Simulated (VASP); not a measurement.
# AgW (Fd-3m) in VASP: notebook

The runs below take AgW through single point, with PBE.

Everything below comes from runs of VASP 6.6.1. Logs are shortened: lines on timing, memory, paths and dates and some standing lists are left out, and cuts for length are marked.

### Step 1. The cell of the first run

The structure is cubic, space group Fd-3m (No. 227). Conventional cell: a = 6.461 Å, b = 6.461 Å, c = 6.461 Å, α = 90.00°, β = 90.00°, γ = 90.00°. Ag (site symmetry -43m) has 4 Ag at 2.80 Å and 10 W at 2.80 to 3.23 Å within 3.7 Å. W (site symmetry -43m) has 10 Ag at 2.80 to 3.23 Å and 4 W at 2.80 Å within 3.7 Å.

### Step 2. Single point, PBE

INCAR

```
PREC = Accurate
ENCUT = 520
EDIFF = 1E-6
ISMEAR = 0
SIGMA = 0.1
LREAL = False
LASPH = True
NELM = 60
ALGO = Fast
ISIF = 2
LWAVE = False
LCHARG = False
GGA = PE
NBANDS = 33
```

KPOINTS

```
regular mesh
0
Gamma
  4 4 4
```

POSCAR

```
AgW
1.0
    0.0000000000      3.2306340837      3.2306340837
    3.2306340837      0.0000000000      3.2306340837
    3.2306340837      3.2306340837      0.0000000000
Ag W
2 2
Direct
    0.5000000000      0.5000000000      0.5000000000
    0.7500000000      0.7500000000      0.7500000000
    0.0000000000      0.0000000000      0.0000000000
    0.2500000000      0.2500000000      0.2500000000
```

Potentials or basis: VASP PAW PBE potentials, release 64 (Ag, W_sv).

Launch:

```console
$ cat potpaw_PBE.64/Ag/POTCAR potpaw_PBE.64/W_sv/POTCAR > POTCAR
$ mpirun -np 1 vasp_std > vasp.out
```

OUTCAR:

```text
PREC = Accurate
   ENCUT = 520
   EDIFF = 1E-6
   ISMEAR = 0
   LREAL = False
   LASPH = True
   NELM = 60
   ISIF = 2
   GGA = PE

 ion  position               nearest neighbor table
   1  0.500  0.500  0.500-   4 2.80   4 2.80   4 2.80   2 2.80   4 2.80   2 2.80   2 2.80   2 2.80
                             3 3.23   3 3.23   3 3.23   3 3.23   3 3.23   3 3.23
   2  0.750  0.750  0.750-   1 2.80   1 2.80   1 2.80   1 2.80   3 2.80   3 2.80   3 2.80   3 2.80
                             4 3.23   4 3.23   4 3.23   4 3.23   4 3.23   4 3.23
   3  0.000  0.000  0.000-   2 2.80   2 2.80   2 2.80   2 2.80   4 2.80   4 2.80   4 2.80   4 2.80
                             1 3.23   1 3.23   1 3.23   1 3.23   1 3.23   1 3.23
   4  0.250  0.250  0.250-   3 2.80   3 2.80   3 2.80   1 2.80   3 2.80   1 2.80   1 2.80   1 2.80
                             2 3.23   2 3.23   2 3.23   2 3.23   2 3.23   2 3.23

  LATTYP: Found a face centered cubic cell.
 ALAT       =     6.4612681674

  Lattice vectors:

 A1 = (   0.0000000000,   3.2306340837,   3.2306340837)
 A2 = (   3.2306340837,   0.0000000000,   3.2306340837)
 A3 = (   3.2306340837,   3.2306340837,   0.0000000000)

Analysis of symmetry for initial positions (statically):
=====================================================================
 Subroutine PRICEL returns:
 Original cell was already a primitive cell.

 Routine SETGRP: Setting up the symmetry group for a
 face centered cubic supercell.

 Subroutine GETGRP returns: Found 48 space group operations
 (whereof 24 operations were pure point group operations)
 out of a pool of 48 trial point group operations.

The static configuration has the point symmetry T_d .
 The point group associated with its full space group is O_h .

Analysis of symmetry for dynamics (positions and initial velocities):
=====================================================================
 Subroutine PRICEL returns:
 Original cell was already a primitive cell.

 Routine SETGRP: Setting up the symmetry group for a
 face centered cubic supercell.

 Subroutine GETGRP returns: Found 48 space group operations
 (whereof 24 operations were pure point group operations)
 out of a pool of 48 trial point group operations.

The dynamic configuration has the point symmetry T_d .
 The point group associated with its full space group is O_h .

 Subroutine INISYM returns: Found 48 space group operations
 (whereof 24 operations are pure point group operations),
 and found     1 'primitive' translations

[... 82 lines left out ...]
   LREAL  =      F    real-space projection
   EDIFFG = 0.1E-04   stopping-criterion for IOM
   NSW    =      0    number of steps for IOM
   IBRION =     -1    ionic relax: 0-MD 1-quasi-New 2-CG
   NFREE  =      0    steps in history (QN), initial steepest desc. (CG)
   ISIF   =      2    stress and relaxation
   ISYM   =      2    0-nonsym 1-usesym 2-fastsym
   POTIM  = 0.5000    time-step for ionic-motion
   TEBEG  =    0.0;   TEEND  =   0.0 temperature during run
   PSTRESS=    0.0 pullay stress
   NELECT =      50.0000    total number of electrons
   NUPDOWN=      -1.0000    fix difference up-down
   EMIN   =  10.00;   EMAX   =-10.00  energy-range for DOS
   EFERMI =   0.00;   METHOD = LEGACY
   ISMEAR =     0;   SIGMA  =   0.10  broadening in eV -4-tet -1-fermi 0-gaus
   EFERMI_NEDOS =   21; number of points for ismear=-14 and -15
   IALGO  =     68    algorithm
   IMIX   =      4    mixing-type and parameters
     AMIX     =   0.40;   BMIX     =  1.00
     AMIX_MAG =   1.60;   BMIX_MAG =  1.00
  volume/ion in A,a.u.               =      16.86       113.77
  Fermi-wavevector in a.u.,A,eV,Ry     =   1.481723  2.800051 29.871638  2.195503
  Thomas-Fermi vector in A             =   2.595598
   LORBIT       =      0    0 simple, 1 ext, 2 COOP (PROOUT), +10 PAW based schemes
   GGA     = PE    functional components
   LHFCALC =     F    Hartree Fock is set to
   AEXX    =    0.0000 exact exchange contribution
   IVDW    =     0    specifies the selected vdW correction
   LEPSILON=     F    determine dielectric tensor
   LRPA    =     F    only Hartree local field effects (RPA)
 non-spin polarized calculation
 RMM-DIIS sequential band-by-band and
 Gauss-broadening in eV      SIGMA  =   0.10
  energy-cutoff  :      520.00
  volume of cell :       67.44
 maximum number of plane-waves:      1837
 NGX is ok and might be reduce to    36
   NGX = 17   NGY = 17   NGZ = 17

 number of electron      49.9999992 magnetization

 Free energy of the ion-electron system (eV)
  ---------------------------------------------------
  ext. energy  EPLUGINS =         0.00000000
  ---------------------------------------------------
  free energy    TOTEN  =       -28.09348268 eV

  energy without entropy =      -28.07067210  energy(sigma->0) =      -28.08207739

 E-fermi :   9.4068     XC(G=0): -12.8258

 val. band max:        9.3917756398   @ k =  -0.2500   0.2500   0.0000
 cond. band min:       9.4152897580   @ k =   0.2500   0.2500   0.0000
 fundamental gap:      0.0235141182
 Fermi energy:         9.4067599393

 k-point     1 :       0.0000    0.0000    0.0000
  band No.  band energies     occupation
      1     -64.3197      2.00000
      2     -64.2310      2.00000
      3     -28.6403      2.00000
      4     -28.6403      2.00000
      5     -28.6403      2.00000
      6     -28.2738      2.00000
[... 277 lines left out ...]
     32      12.3702      0.00000
     33      19.3765      0.00000

------------------------ aborting loop because EDIFF is reached ----------------------------------------

  FORCE on cell =-STRESS in cart. coord.  units (eV):
  Direction    XX          YY          ZZ          XY          YZ          ZX
  --------------------------------------------------------------------------------------
  -------------------------------------------------------------------------------------
  Total        0.0187040      0.0187040      0.0187040      0.0000000      0.0000000      0.0000000
  in kB        0.4443762      0.4443762      0.4443762      0.0000000      0.0000000      0.0000000
  external PRESSURE =       0.4443762 kB  Pullay stress =       0.0000000 kB

 VOLUME and BASIS-vectors are now :
 -----------------------------------------------------------------------------
  energy-cutoff  :      520.00
  volume of cell :       67.44
      direct lattice vectors                 reciprocal lattice vectors
     0.000000000  3.230634084  3.230634084    -0.154768379  0.154768379  0.154768379
     3.230634084  0.000000000  3.230634084     0.154768379 -0.154768379  0.154768379
     3.230634084  3.230634084  0.000000000     0.154768379  0.154768379 -0.154768379

 POSITION                                       TOTAL-FORCE (eV/Angst)
 -----------------------------------------------------------------------------------
      3.23063      3.23063      3.23063         0.000000      0.000000     -0.000000
      4.84595      4.84595      4.84595        -0.000000     -0.000000     -0.000000
      0.00000      0.00000      0.00000        -0.000000     -0.000000     -0.000000
      1.61532      1.61532      1.61532         0.000000      0.000000      0.000000
 -----------------------------------------------------------------------------------
    total drift:                                0.000000      0.000000      0.000000

  FREE ENERGIE OF THE ION-ELECTRON SYSTEM (eV)
  ---------------------------------------------------
  free  energy   TOTEN  =       -28.0934826778 eV

  energy  without entropy=      -28.0706721044  energy(sigma->0) =      -28.08207739
```

OSZICAR:

```text
N       E                     dE             d eps       ncg     rms          rms(c)
DAV:   1     0.493304691084E+03    0.49330E+03   -0.26569E+04   536   0.166E+03
DAV:   2    -0.102183697647E+02   -0.50352E+03   -0.48527E+03   569   0.476E+02
DAV:   3    -0.301209639157E+02   -0.19903E+02   -0.19356E+02   604   0.947E+01
DAV:   4    -0.303780945163E+02   -0.25713E+00   -0.25577E+00   548   0.110E+01
DAV:   5    -0.303814335306E+02   -0.33390E-02   -0.33386E-02   602   0.125E+00    0.231E+01
RMM:   6    -0.284472127010E+02    0.19342E+01   -0.71317E+00   533   0.151E+01    0.126E+01
RMM:   7    -0.281552804084E+02    0.29193E+00   -0.10895E+00   554   0.617E+00    0.415E+00
RMM:   8    -0.280998509378E+02    0.55429E-01   -0.21908E-01   611   0.280E+00    0.193E+00
RMM:   9    -0.280944639321E+02    0.53870E-02   -0.36775E-02   598   0.116E+00    0.333E-01
RMM:  10    -0.280933725814E+02    0.10914E-02   -0.84049E-03   613   0.504E-01    0.244E-01
RMM:  11    -0.280934433898E+02   -0.70808E-04   -0.12382E-03   666   0.231E-01    0.304E-02
RMM:  12    -0.280934778884E+02   -0.34499E-04   -0.39965E-04   652   0.127E-01    0.161E-02
RMM:  13    -0.280934827252E+02   -0.48368E-05   -0.69279E-05   693   0.562E-02    0.145E-02
RMM:  14    -0.280934851870E+02   -0.24618E-05   -0.17518E-05   559   0.277E-02    0.197E-02
RMM:  15    -0.280934828804E+02    0.23066E-05   -0.27908E-06   384   0.116E-02    0.853E-03
RMM:  16    -0.280934826778E+02    0.20265E-06   -0.64569E-07   325   0.509E-03
   1 F= -.28093483E+02 E0= -.28082077E+02  d E =-.228106E-01
```

Run time: 14 s. Hardware: 1 thread of Intel Xeon 6975P-C (Granite Rapids), shared host; peak memory 0.2 GiB.

Results:

| Quantity | Value |
| --- | --- |
| Free energy | -28.0935 eV |
| Pressure | 0.0 GPa |
| Band gap on the k mesh | zero (bands 25 and 26 overlap by 1.40 eV) |

Levels at points of the mesh, in eV from the Fermi level:
```
           k point  band 21  band 22  band 23  band 24  band 25  band 26  band 27  band 28  band 29  band 30
(0.00, 0.00, 0.00)    -1.66    -1.66    -0.13    -0.13     1.02     1.02     1.02     3.14     3.14     5.93
(0.50, 0.00, 0.00)    -1.97    -1.97    -0.99    -0.99    -0.84     1.70     1.70     2.45     2.45     2.73
(0.50, 0.50, 0.00)    -1.15    -1.15    -1.04    -1.04     0.32     0.32     0.82     0.82     2.92     2.92
```

Caveat: the k points lie up to 0.42 Å⁻¹ apart, too coarse for converged energies and pressures of a metal; spin-orbit coupling is left out, which moves the levels of the heavy elements.

### Step 3. Single point, PBE

INCAR

```
SYSTEM = AgW
PREC = Accurate
ENCUT = 520
EDIFF = 1E-6
ISMEAR = 0
SIGMA = 0.1
LREAL = .False.
LASPH = .True.
NELM = 80
ALGO = Normal
ISIF = 2
LWAVE = .False.
LCHARG = .False.
GGA = PE
NBANDS = 33
```

KPOINTS

```
regular mesh
0
Gamma
  6 6 6
  0 0 0
```

POSCAR

```
AgW
1.0
    0.0000000000      3.2306340837      3.2306340837
    3.2306340837      0.0000000000      3.2306340837
    3.2306340837      3.2306340837      0.0000000000
Ag W
2 2
Direct
    0.0000000000      0.0000000000      0.0000000000
    0.2500000000      0.2500000000      0.2500000000
    0.5000000000      0.5000000000      0.5000000000
    0.7500000000      0.7500000000      0.7500000000
```

Potentials or basis: VASP PAW PBE potentials, release 64 (Ag, W_sv).

Launch:

```console
$ cat potpaw_PBE.64/Ag/POTCAR potpaw_PBE.64/W_sv/POTCAR > POTCAR
$ mpirun -np 1 vasp_std > vasp.out
```

OUTCAR:

```text
SYSTEM = AgW
   PREC = Accurate
   ENCUT = 520
   EDIFF = 1E-6
   ISMEAR = 0
   LREAL = .False.
   LASPH = .True.
   NELM = 80
   ISIF = 2
   GGA = PE

 ion  position               nearest neighbor table
   1  0.000  0.000  0.000-   4 2.80   4 2.80   4 2.80   2 2.80   4 2.80   2 2.80   2 2.80   2 2.80
                             3 3.23   3 3.23   3 3.23   3 3.23   3 3.23   3 3.23
   2  0.250  0.250  0.250-   1 2.80   1 2.80   1 2.80   1 2.80   3 2.80   3 2.80   3 2.80   3 2.80
                             4 3.23   4 3.23   4 3.23   4 3.23   4 3.23   4 3.23
   3  0.500  0.500  0.500-   2 2.80   2 2.80   2 2.80   2 2.80   4 2.80   4 2.80   4 2.80   4 2.80
                             1 3.23   1 3.23   1 3.23   1 3.23   1 3.23   1 3.23
   4  0.750  0.750  0.750-   3 2.80   3 2.80   3 2.80   1 2.80   3 2.80   1 2.80   1 2.80   1 2.80
                             2 3.23   2 3.23   2 3.23   2 3.23   2 3.23   2 3.23

  LATTYP: Found a face centered cubic cell.
 ALAT       =     6.4612681674

  Lattice vectors:

 A1 = (   0.0000000000,   3.2306340837,   3.2306340837)
 A2 = (   3.2306340837,   0.0000000000,   3.2306340837)
 A3 = (   3.2306340837,   3.2306340837,   0.0000000000)

Analysis of symmetry for initial positions (statically):
=====================================================================
 Subroutine PRICEL returns:
 Original cell was already a primitive cell.

 Routine SETGRP: Setting up the symmetry group for a
 face centered cubic supercell.

 Subroutine GETGRP returns: Found 48 space group operations
 (whereof 24 operations were pure point group operations)
 out of a pool of 48 trial point group operations.

The static configuration has the point symmetry T_d .
 The point group associated with its full space group is O_h .

Analysis of symmetry for dynamics (positions and initial velocities):
=====================================================================
 Subroutine PRICEL returns:
 Original cell was already a primitive cell.

 Routine SETGRP: Setting up the symmetry group for a
 face centered cubic supercell.

 Subroutine GETGRP returns: Found 48 space group operations
 (whereof 24 operations were pure point group operations)
 out of a pool of 48 trial point group operations.

The dynamic configuration has the point symmetry T_d .
[... 119 lines left out ...]
   LORBIT       =      0    0 simple, 1 ext, 2 COOP (PROOUT), +10 PAW based schemes
   GGA     = PE    functional components
   LHFCALC =     F    Hartree Fock is set to
   AEXX    =    0.0000 exact exchange contribution
   IVDW    =     0    specifies the selected vdW correction
   LEPSILON=     F    determine dielectric tensor
   LRPA    =     F    only Hartree local field effects (RPA)
 non-spin polarized calculation
 Gauss-broadening in eV      SIGMA  =   0.10
  energy-cutoff  :      520.00
  volume of cell :       67.44
 maximum number of plane-waves:      1837
 NGX is ok and might be reduce to    36
   NGX = 17   NGY = 17   NGZ = 17

 number of electron      49.9999993 magnetization

 Free energy of the ion-electron system (eV)
  ---------------------------------------------------
  ext. energy  EPLUGINS =         0.00000000
  ---------------------------------------------------
  free energy    TOTEN  =       -28.13776131 eV

  energy without entropy =      -28.13175753  energy(sigma->0) =      -28.13475942

 E-fermi :   9.5131     XC(G=0): -12.8265

 val. band max:        9.4711117566   @ k =   0.1667   0.1667   0.0000
 cond. band min:       9.5200055825   @ k =  -0.1667   0.1667   0.0000
 fundamental gap:      0.0488938259
 Fermi energy:         9.5130990157

 k-point     1 :       0.0000    0.0000    0.0000
  band No.  band energies     occupation
      1     -64.3089      2.00000
      2     -64.2203      2.00000
      3     -28.6290      2.00000
      4     -28.6290      2.00000
      5     -28.6290      2.00000
      6     -28.2627      2.00000
[... 565 lines left out ...]
     32      12.3933      0.00000
     33      18.3266      0.00000

------------------------ aborting loop because EDIFF is reached ----------------------------------------

  FORCE on cell =-STRESS in cart. coord.  units (eV):
  Direction    XX          YY          ZZ          XY          YZ          ZX
  --------------------------------------------------------------------------------------
  -------------------------------------------------------------------------------------
  Total        0.0440728      0.0440728      0.0440728     -0.0000000     -0.0000000      0.0000000
  in kB        1.0470984      1.0470984      1.0470984     -0.0000000     -0.0000000      0.0000000
  external PRESSURE =       1.0470984 kB  Pullay stress =       0.0000000 kB

 VOLUME and BASIS-vectors are now :
 -----------------------------------------------------------------------------
  energy-cutoff  :      520.00
  volume of cell :       67.44
      direct lattice vectors                 reciprocal lattice vectors
     0.000000000  3.230634084  3.230634084    -0.154768379  0.154768379  0.154768379
     3.230634084  0.000000000  3.230634084     0.154768379 -0.154768379  0.154768379
     3.230634084  3.230634084  0.000000000     0.154768379  0.154768379 -0.154768379

 POSITION                                       TOTAL-FORCE (eV/Angst)
 -----------------------------------------------------------------------------------
      0.00000      0.00000      0.00000         0.000000      0.000000      0.000000
      1.61532      1.61532      1.61532        -0.000000     -0.000000     -0.000000
      3.23063      3.23063      3.23063        -0.000000     -0.000000      0.000000
      4.84595      4.84595      4.84595         0.000000      0.000000      0.000000
 -----------------------------------------------------------------------------------
    total drift:                                0.000000      0.000000      0.000000

  FREE ENERGIE OF THE ION-ELECTRON SYSTEM (eV)
  ---------------------------------------------------
  free  energy   TOTEN  =       -28.1377613128 eV

  energy  without entropy=      -28.1317575255  energy(sigma->0) =      -28.13475942
```

Run time: 18 s. Hardware: 1 thread of Intel Xeon 6975P-C (Granite Rapids), shared host; peak memory 0.22 GiB.

What came out:

| Property | Result |
| --- | --- |
| Free energy | -28.1378 eV |
| Pressure | 0.1 GPa |
| Band gap on the k mesh | zero (bands 25 and 26 overlap by 1.31 eV) |

Caveat: spin-orbit coupling is left out, which moves the levels of the heavy elements.
